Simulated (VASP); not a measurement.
A run of VASP 6.6.1:

File INCAR:

```
PREC     = Accurate       # precision mode
ENCUT    = 520            # plane-wave cutoff, eV
EDIFF    = 1E-6           # SCF threshold, eV
ISMEAR   = -1             # smearing method
SIGMA    = 0.02           # smearing width, eV
LREAL    = F              # projectors in reciprocal space
LASPH    = T              # aspherical terms in the spheres
NELM     = 150            # most SCF steps
ALGO     = Normal         # electronic algorithm
ISIF     = 2              # what is computed and relaxed
LWAVE    = F              # write WAVECAR
LCHARG   = F              # write CHGCAR
MAGMOM   = 0 0 0 0 0 0    # initial moments
LORBIT   = 11             # projections on sites
LSORBIT  = T              # spin-orbit coupling
GGA_COMPAT= F            
LORBMOM  = T            
GGA      = PE             # functional
NBANDS   = 32             # bands
```

The input KPOINTS:

```
Automatic mesh
0
Gamma
  8 8 8
```

File POSCAR:

```
SnTe
1.0
    2.2449600339      1.2961282799      3.7925333510
   -2.2449600339      1.2961282799      3.7925333510
    0.0000000000     -2.5922565598      3.7925333510
Sn Te
1 1
Direct
    0.9979649091      0.9979649091      0.9979649091
    0.5230350909      0.5230350909      0.5230350909
```

Potentials or basis: VASP PAW PBE potentials, release 64 (Sn_d, Te).

The run is started by

```sh
$ cat potpaw_PBE.64/Sn_d/POTCAR potpaw_PBE.64/Te/POTCAR > POTCAR
$ mpirun -np 1 vasp_ncl > vasp.out
```

Hardware: 1 thread of Intel(R) Xeon(R) Platinum 8488C (Sapphire Rapids), with other jobs on the host.

Problem. How long does it take, and how much memory?

Solution. Run time: 5.1 min on 1 thread of Intel(R) Xeon(R) Platinum 8488C (Sapphire Rapids) (shared host), peak memory 0.61 GiB. Counts: scf iterations 13, k points 120.
